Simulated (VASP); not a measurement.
# Mg (P6_3/mmc) in VASP: further runs

Runs on Mg. Level: PBE. Tasks: relaxation of shape and atoms at fixed volume.

Everything below comes from runs of VASP 6.6.1. Logs are shortened: lines on timing, memory, paths and dates and some standing lists are left out, and cuts for length are marked.

### 1 The cell of the first run

It takes space group P6_3/mmc (No. 194, hexagonal). The conventional cell has a = 3.178 Å, b = 3.178 Å, c = 5.086 Å, α = 90.00°, β = 90.00°, γ = 120.00°. Within 4.1 Å of Mg (site symmetry -6m2) lie 12 Mg at 3.14 to 3.18 Å.

### 2 Relaxation of shape and atoms at fixed volume, PBE (22.24 Å³/atom)

Contents of INCAR:

```
SYSTEM = Mg
  ALGO = Fast
  EDIFF = 1E-7
  EDIFFG = -0.01
  ENCUT = 600
  GGA = PE
  IBRION = 2
  ISIF = 4
  ISMEAR = 0
  LASPH = .True.
  LCHARG = .False.
  LREAL = .False.
  LWAVE = .False.
  NELM = 60
  NSW = 50
  PREC = Accurate
  SIGMA = 0.1
```

Contents of KPOINTS:

```
k-points
0
Gamma
  15 15 8
  0 0 0
```

Contents of POSCAR:

```
Mg
1.0
    3.1776365602      0.0000000000      0.0000000000
   -1.5888182801      2.7519139852      0.0000000000
    0.0000000000      0.0000000000      5.0860300967
Mg
2
Direct
    0.3333333333      0.6666666667      0.2500000000
    0.6666666667      0.3333333333      0.7500000000
```

Potentials or basis: VASP PAW PBE potentials, release 64 (Mg).

On the command line:

```sh
$ cat potpaw_PBE.64/Mg/POTCAR > POTCAR
$ mpirun -np 1 vasp_std > vasp.out
```

OUTCAR:

```text
SYSTEM = Mg
   EDIFF = 1E-7
   EDIFFG = -0.01
   ENCUT = 600
   GGA = PE
   IBRION = 2
   ISIF = 4
   ISMEAR = 0
   LASPH = .True.
   LREAL = .False.
   NELM = 60
   NSW = 50
   PREC = Accurate

 ion  position               nearest neighbor table
   1  0.333  0.667  0.250-   2 3.14   2 3.14   2 3.14   2 3.14   2 3.14   2 3.14
   2  0.667  0.333  0.750-   1 3.14   1 3.14   1 3.14   1 3.14   1 3.14   1 3.14

  LATTYP: Found a hexagonal cell.
 ALAT       =     3.1776365602
 C/A-ratio  =     1.6005701094

  Lattice vectors:

 A1 = (   3.1776365602,   0.0000000000,   0.0000000000)
 A2 = (  -1.5888182801,   2.7519139852,   0.0000000000)
 A3 = (   0.0000000000,   0.0000000000,   5.0860300967)

Analysis of symmetry for initial positions (statically):
=====================================================================
 Subroutine PRICEL returns:
 Original cell was already a primitive cell.

 Routine SETGRP: Setting up the symmetry group for a
 hexagonal supercell.

 Subroutine GETGRP returns: Found 24 space group operations
 (whereof 12 operations were pure point group operations)
 out of a pool of 24 trial point group operations.

The static configuration has the point symmetry D_3d.
 The point group associated with its full space group is D_6h.

Analysis of symmetry for dynamics (positions and initial velocities):
=====================================================================
 Subroutine PRICEL returns:
 Original cell was already a primitive cell.

 Routine SETGRP: Setting up the symmetry group for a
 hexagonal supercell.

 Subroutine GETGRP returns: Found 24 space group operations
 (whereof 12 operations were pure point group operations)
 out of a pool of 24 trial point group operations.

The dynamic configuration has the point symmetry D_3d.
 The point group associated with its full space group is D_6h.

 Subroutine INISYM returns: Found 24 space group operations
 (whereof 12 operations are pure point group operations),
 and found     1 'primitive' translations

----------------------------------------------------------------------------------------

                                     Primitive cell

  volume of cell :      44.4752

  direct lattice vectors                    reciprocal lattice vectors
     3.177636560  0.000000000  0.000000000     0.314699300  0.181691725  0.000000000
    -1.588818280  2.751913985  0.000000000     0.000000000  0.363383451  0.000000000
     0.000000000  0.000000000  5.086030097     0.000000000  0.000000000  0.196617004

  length of vectors
     3.177636560  3.177636560  5.086030097     0.363383451  0.363383451  0.196617004

  position of ions in fractional coordinates (direct lattice)
     0.333333333  0.666666667  0.250000000
     0.666666667  0.333333333  0.750000000

  ion indices of the primitive-cell ions
   primitive index   ion index
                 1           1
                 2           2

----------------------------------------------------------------------------------------

 KPOINTS: k-points

Automatic generation of k-mesh.
 Grid dimensions read from file:
 generate k-points for:   15   15    8

 Generating k-lattice:

  Cartesian coordinates                     Fractional coordinates (reciprocal lattice)
     0.020979953  0.012112782  0.000000000     0.066666667 -0.000000000  0.000000000
     0.000000000  0.024225563  0.000000000     0.000000000  0.066666667  0.000000000
     0.000000000  0.000000000  0.024577126     0.000000000  0.000000000  0.125000000

  Length of vectors
     0.024225563  0.024225563  0.024577126

  Shift w.r.t. Gamma in fractional coordinates (k-lattice)
     0.000000000  0.000000000  0.000000000

 Subroutine IBZKPT returns following result:
 ===========================================

 Found    135 irreducible k-points:

 Following reciprocal coordinates:
            Coordinates               Weight
  0.000000  0.000000  0.000000      1.000000
  0.066667  0.000000  0.000000      6.000000
  0.133333  0.000000  0.000000      6.000000
  0.200000  0.000000  0.000000      6.000000
  0.266667  0.000000  0.000000      6.000000
  0.333333  0.000000  0.000000      6.000000
[... 16 lines left out ...]
  0.333333  0.200000  0.000000     12.000000
  0.400000  0.200000  0.000000      6.000000
 [... further k-points ...]
   k-points           NKPTS =    135   k-points in BZ     NKDIM =    135   number of bands    NBANDS=      6
   number of dos      NEDOS =    301   number of ions     NIONS =      2
   total plane-waves  NPLWV =  32928
   dimension x,y,z NGX =    28 NGY =   28 NGZ =   42
   dimension x,y,z NGXF=    56 NGYF=   56 NGZF=   84
   ions per type =               2
   NGX,Y,Z   is equivalent  to a cutoff of  14.65, 14.65, 13.73 a.u.
   NGXF,Y,Z  is equivalent  to a cutoff of  29.30, 29.30, 27.46 a.u.
 SYSTEM =  Mg
   PREC   = accura    normal or accurate (medium, high low for compatibility)
   ISTART =      0    job   : 0-new  1-cont  2-samecut
   ICHARG =      2    charge: 1-file 2-atom 10-const
   ISPIN  =      1    spin polarized calculation?
   LNONCOLLINEAR =      F non collinear calculations
   LSORBIT =      F    spin-orbit coupling
   LASPH  =      T    aspherical Exc in radial PAW
   ENCUT  =  600.0 eV  44.10 Ry    6.64 a.u.   6.35  6.35 10.16*2*pi/ulx,y,z
   NELM   =     60;   NELMIN=  2; NELMDL= -5     # of ELM steps
   EDIFF  = 0.1E-06   stopping-criterion for ELM
   LREAL  =      F    real-space projection
   EDIFFG = -.1E-01   stopping-criterion for IOM
   NSW    =     50    number of steps for IOM
   IBRION =      2    ionic relax: 0-MD 1-quasi-New 2-CG
   NFREE  =      1    steps in history (QN), initial steepest desc. (CG)
   ISIF   =      4    stress and relaxation
   ISYM   =      2    0-nonsym 1-usesym 2-fastsym
   POTIM  = 0.5000    time-step for ionic-motion
   TEBEG  =    0.0;   TEEND  =   0.0 temperature during run
   PSTRESS=    0.0 pullay stress
   NELECT =       4.0000    total number of electrons
   NUPDOWN=      -1.0000    fix difference up-down
   EMIN   =  10.00;   EMAX   =-10.00  energy-range for DOS
   EFERMI =   0.00;   METHOD = LEGACY
   ISMEAR =     0;   SIGMA  =   0.10  broadening in eV -4-tet -1-fermi 0-gaus
   EFERMI_NEDOS =   21; number of points for ismear=-14 and -15
   IALGO  =     68    algorithm
   IMIX   =      4    mixing-type and parameters
     AMIX     =   0.40;   BMIX     =  1.00
     AMIX_MAG =   1.60;   BMIX_MAG =  1.00
  volume/ion in A,a.u.               =      22.24       150.07
  Fermi-wavevector in a.u.,A,eV,Ry     =   0.733481  1.386078  7.319856  0.537994
  Thomas-Fermi vector in A             =   1.826200
   LORBIT       =      0    0 simple, 1 ext, 2 COOP (PROOUT), +10 PAW based schemes
   GGA     = PE    functional components
   LHFCALC =     F    Hartree Fock is set to
   AEXX    =    0.0000 exact exchange contribution
   IVDW    =     0    specifies the selected vdW correction
   LEPSILON=     F    determine dielectric tensor
   LRPA    =     F    only Hartree local field effects (RPA)
 conjugate gradient relaxation of ions
 non-spin polarized calculation
 RMM-DIIS sequential band-by-band and
 Gauss-broadening in eV      SIGMA  =   0.10
  energy-cutoff  :      600.00
  volume of cell :       44.48
 maximum number of plane-waves:      1508
 NGX is ok and might be reduce to    28
   NGX = 13   NGY = 13   NGZ = 21

 number of electron       4.0000000 magnetization

 Free energy of the ion-electron system (eV)
  ---------------------------------------------------
  ext. energy  EPLUGINS =         0.00000000
  ---------------------------------------------------
  free energy    TOTEN  =        -3.01112050 eV

  energy without entropy =       -3.00641844  energy(sigma->0) =       -3.00876947

 E-fermi :   2.7989     XC(G=0):  -8.5899

 val. band max:        2.7729112369   @ k =   0.2000   0.0667   0.0000
 cond. band min:       2.8066392986   @ k =   0.2667   0.2667   0.2500
 fundamental gap:      0.0337280617
 Fermi energy:         2.7988685551

 k-point     1 :       0.0000    0.0000    0.0000
  band No.  band energies     occupation
      1      -4.2683      2.00000
      2       1.1419      2.00000
      3       1.6962      2.00000
      4      13.7735      0.00000
      5      13.7761      0.00000
      6      13.9187      0.00000

 k-point     2 :       0.0667    0.0000    0.0000
  band No.  band energies     occupation
      1      -4.1797      2.00000
      2       1.2224      2.00000
      3       1.7818      2.00000
      4      12.0145      0.00000
      5      12.8139      0.00000
      6      13.6387      0.00000

 k-point     3 :       0.1333    0.0000    0.0000
  band No.  band energies     occupation
      1      -3.9146      2.00000
      2       1.4640      2.00000
      3       2.0366      2.00000
      4       9.9522      0.00000
      5      11.9292      0.00000
      6      12.6801      0.00000

 k-point     4 :       0.2000    0.0000    0.0000
  band No.  band energies     occupation
      1      -3.4743      2.00000
      2       1.8670      2.00000
      3       2.4518      2.00000
      4       7.9808      0.00000
      5      11.1917      0.00000
      6      11.6666      0.00000

 k-point     5 :       0.2667    0.0000    0.0000
  band No.  band energies     occupation
      1      -2.8615      2.00000
      2       2.4317      2.00000
      3       2.9985      0.00475
      4       6.1680      0.00000
      5      10.6026      0.00000
      6      10.6071      0.00000

 k-point     6 :       0.3333    0.0000    0.0000
  band No.  band energies     occupation
      1      -2.0795      2.00000
      2       3.1585      0.00000
      3       3.4475      0.00000
      4       4.7485      0.00000
      5       9.2634      0.00000
      6       9.4553      0.00000

 k-point     7 :       0.4000   -0.0000    0.0000
  band No.  band energies     occupation
      1      -1.1331      2.00000
      2       2.5644      1.99909
      3       4.0470      0.00000
      4       4.9512      0.00000
      5       7.7209      0.00000
      6       8.2403      0.00000

 k-point     8 :       0.4667   -0.0000    0.0000
  band No.  band energies     occupation
      1      -0.0291      2.00000
      2       1.2200      2.00000
      3       5.0874      0.00000
      4       5.8820      0.00000
      5       6.3524      0.00000
      6       7.0557      0.00000
[... 91 lines left out ...]
 k-point    19 :       0.3333    0.1333    0.0000
  band No.  band energies     occupation
      1      -0.8767      2.00000
      2       2.8071      0.90760
      3       4.2894      0.00000
      4       5.0518      0.00000
      5       6.7561      0.00000
      6       7.9595      0.00000

 k-point    20 :       0.4000    0.1333    0.0000
  band No.  band energies     occupation
      1       0.2238      2.00000
      2       1.4687      2.00000
      3       5.3286      0.00000
      4       5.7116      0.00000
      5       6.5416      0.00000
      6       6.5957      0.00000

 k-point    21 :       0.2000    0.2000    0.0000
  band No.  band energies     occupation
      1      -1.9066      2.00000
      2       3.3201      0.00000
      3       3.7425      0.00000
      4       5.5651      0.00000
      5       6.2200      0.00000
      6      10.3502      0.00000

 k-point    22 :       0.2667    0.2000    0.0000
  band No.  band energies     occupation
      1      -1.0475      2.00000
      2       3.6978      0.00000
      3       4.1281      0.00000
      4       4.6779      0.00000
      5       5.9067      0.00000
      6       8.9748      0.00000

 k-point    23 :       0.3333    0.2000    0.0000
  band No.  band energies     occupation
      1      -0.0283      2.00000
      2       2.4401      2.00000
      3       4.6870      0.00000
      4       5.0947      0.00000
      5       6.2968      0.00000
      6       7.5495      0.00000

 k-point    24 :       0.4000    0.2000    0.0000
  band No.  band energies     occupation
      1       1.1253      2.00000
      2       1.1588      2.00000
      3       4.6831      0.00000
      4       6.0639      0.00000
      5       6.4224      0.00000
      6       6.7625      0.00000

 [... further k-points ...]

------------------------ aborting loop because EDIFF is reached ----------------------------------------

  FORCE on cell =-STRESS in cart. coord.  units (eV):
  Direction    XX          YY          ZZ          XY          YZ          ZX
  --------------------------------------------------------------------------------------
  -------------------------------------------------------------------------------------
  Total        0.2904543      0.2904543      0.3017992      0.0000000      0.0000000      0.0000000
  in kB       10.4633408     10.4633408     10.8720316      0.0000000      0.0000000      0.0000000
  external PRESSURE =      10.5995711 kB  Pullay stress =       0.0000000 kB

 VOLUME and BASIS-vectors are now :
 -----------------------------------------------------------------------------
  energy-cutoff  :      600.00
  volume of cell :       44.48
      direct lattice vectors                 reciprocal lattice vectors
     3.177636560  0.000000000  0.000000000     0.314699300  0.181691725  0.000000000
    -1.588818280  2.751913985  0.000000000     0.000000000  0.363383451  0.000000000
     0.000000000  0.000000000  5.086030097     0.000000000  0.000000000  0.196617004

 POSITION                                       TOTAL-FORCE (eV/Angst)
 -----------------------------------------------------------------------------------
     -0.00000      1.83461      1.27151         0.000000     -0.000000      0.000000
      1.58882      0.91730      3.81452        -0.000000      0.000000      0.000000
 -----------------------------------------------------------------------------------
    total drift:                               -0.000000      0.000000     -0.000000

  FREE ENERGIE OF THE ION-ELECTRON SYSTEM (eV)
  ---------------------------------------------------
  free  energy   TOTEN  =        -3.0111204953 eV

  energy  without entropy=       -3.0064184420  energy(sigma->0) =       -3.00876947

 reached required accuracy - stopping structural energy minimisation
```

Run time: 15 s. Hardware: 1 thread of Intel Xeon 6975P-C (Granite Rapids), shared host; peak memory 0.2 GiB.

Results:

```
Free energy             : -3.0111 eV
Pressure after relaxing : 1.1 GPa
Band gap on the k mesh  : zero (bands 2 and 3 overlap by 2.00 eV)
```

Final structure:
```yaml
crystal:
  lattice:
    - [3.17764, 0.00000, 0.00000]
    - [-1.58882, 2.75191, 0.00000]
    - [0.00000, 0.00000, 5.08603]
  atoms:
    - { symbol: Mg, position: [0.33333, 0.66667, 0.25000] }
    - { symbol: Mg, position: [0.66667, 0.33333, 0.75000] }
```

Levels at points of the mesh, in eV from the Fermi level:
| k point | band 1 | band 2 | band 3 | band 4 | band 5 | band 6 |
| --- | --- | --- | --- | --- | --- | --- |
| (0.00, 0.00, 0.00) | -7.07 | -1.66 | -1.10 | 10.97 | 10.98 | 11.12 |
| (0.00, 0.00, 0.50) | -5.62 | -5.62 | 5.35 | 5.35 | 11.74 | 11.74 |

### 3 Relaxation of shape and atoms at fixed volume, PBE (24.30 Å³/atom)

This run uses another cell than the first one, of 24.30 Å³/atom.

Contents of INCAR:

```
SYSTEM = Mg
PREC = Accurate
ENCUT = 600
EDIFF = 1E-6
ISMEAR = 0
SIGMA = 0.1
LREAL = .FALSE.
LASPH = .TRUE.
NELM = 100
ALGO = Normal
ISIF = 4
LWAVE = .FALSE.
LCHARG = .FALSE.
GGA = PE
IBRION = 2
NSW = 50
EDIFFG = -0.01
```

Contents of KPOINTS:

```
Automatic mesh
0
G
  15 15 8
  0 0 0
```

Contents of POSCAR:

```
Mg
1.0
    3.2730220713      0.0000000000      0.0000000000
   -1.6365110357      2.8345202609      0.0000000000
    0.0000000000      0.0000000000      5.2387012946
Mg
2
Direct
    0.3333333333      0.6666666667      0.2500000000
    0.6666666667      0.3333333333      0.7500000000
```

Potentials or basis: VASP PAW PBE potentials, release 64 (Mg).

On the command line:

```sh
$ cat potpaw_PBE.64/Mg/POTCAR > POTCAR
$ mpirun -np 1 vasp_std > vasp.out
```

Run time: 14 s. Hardware: 1 thread of Intel Xeon 6975P-C (Granite Rapids), shared host; peak memory 0.2 GiB.

The run converged. Its results:

```
Free energy             : -2.9964 eV
Pressure after relaxing : -2.0 GPa
Band gap on the k mesh  : zero (bands 2 and 3 overlap by 2.00 eV)
```

Final structure:
```
Mg
1.0
     3.27302    0.00000    0.00000
    -1.63651    2.83452    0.00000
     0.00000    0.00000    5.23870
Mg
2
Direct
  0.33333 0.66667 0.25000
  0.66667 0.33333 0.75000
```

Levels at points of the mesh, in eV from the Fermi level:
| k point | band 1 | band 2 | band 3 | band 4 | band 5 | band 6 |
| --- | --- | --- | --- | --- | --- | --- |
| (0.00, 0.00, 0.00) | -6.69 | -1.52 | -1.11 | 10.44 | 10.46 | 10.47 |
| (0.00, 0.00, 0.50) | -5.32 | -5.32 | 5.08 | 5.08 | 11.22 | 11.22 |

### 4 Relaxation of shape and atoms at fixed volume, PBE (25.22 Å³/atom)

This run uses another cell than the first one, of 25.22 Å³/atom.

Contents of INCAR:

```
ALGO = Fast ; EDIFF = 1E-6
EDIFFG = -0.01 ; ENCUT = 600
GGA = PE ; IBRION = 2
ISIF = 4 ; ISMEAR = 0
LASPH = True ; LCHARG = False
LREAL = False ; LWAVE = False
NELM = 100 ; NSW = 50
PREC = Accurate ; SIGMA = 0.1
```

Contents of KPOINTS:

```
k-points
0
Gamma
  15 15 8
```

Contents of POSCAR:

```
Mg
1.0
    3.3136848884      0.0000000000      0.0000000000
   -1.6568424442      2.8697352935      0.0000000000
    0.0000000000      0.0000000000      5.3037849842
Mg
2
Direct
    0.3333333333      0.6666666667      0.2500000000
    0.6666666667      0.3333333333      0.7500000000
```

On the command line:

```sh
$ cat potpaw_PBE.64/Mg/POTCAR > POTCAR
$ mpirun -np 1 vasp_std > vasp.out
```

Run time: 14 s. Hardware: 1 thread of Intel Xeon 6975P-C (Granite Rapids), shared host; peak memory 0.21 GiB.

The run converged. Its results:

```yaml
Free_energy: -2.9683 eV
Pressure_after_relaxing: -2.9 GPa
Band_gap_on_the_k_mesh: zero (bands 2 and 3 overlap by 2.01 eV)
```

Stress tensor (GPa, compression positive):
```
-2.90  0.00  0.00
 0.00 -2.90  0.00
 0.00  0.00 -2.98
```

Final structure:
```yaml
crystal:
  lattice:
    - [3.31368, 0.00000, 0.00000]
    - [-1.65684, 2.86974, 0.00000]
    - [0.00000, 0.00000, 5.30378]
  atoms:
    - { symbol: Mg, position: [0.33333, 0.66667, 0.25000] }
    - { symbol: Mg, position: [0.66667, 0.33333, 0.75000] }
```

Levels at points of the mesh, in eV from the Fermi level:
```
           k point  band 1  band 2  band 3  band 4  band 5  band 6
(0.00, 0.00, 0.00)   -6.54   -1.46   -1.12   10.16   10.20   10.26
(0.00, 0.00, 0.50)   -5.20   -5.20    4.97    4.97   11.00   11.00
```

### 5 Summary

```tsv
cell	gap on the mesh (eV)	pressure (GPa)
relaxed from a = 3.178, b = 3.178, c = 5.086 Å, angles 90.0, 90.0, 120.0°, 2 atoms	none	1.1
relaxed from a = 3.273, b = 3.273, c = 5.239 Å, angles 90.0, 90.0, 120.0°, 2 atoms	none	-2.0
relaxed from a = 3.314, b = 3.314, c = 5.304 Å, angles 90.0, 90.0, 120.0°, 2 atoms	none	-2.9
```

Alike in all rows: task relaxation of shape and atoms at fixed volume; level PBE; potentials or basis VASP PAW PBE potentials, release 64 (Mg); no spin polarisation; k mesh 15 × 15 × 8; cutoff (eV) 600; smearing gaussian 0.1 eV.

Absolute energies hang on the potentials; compare differences alone.

The gap in the log of VASP goes by the Fermi energy; the results here count the filled bands.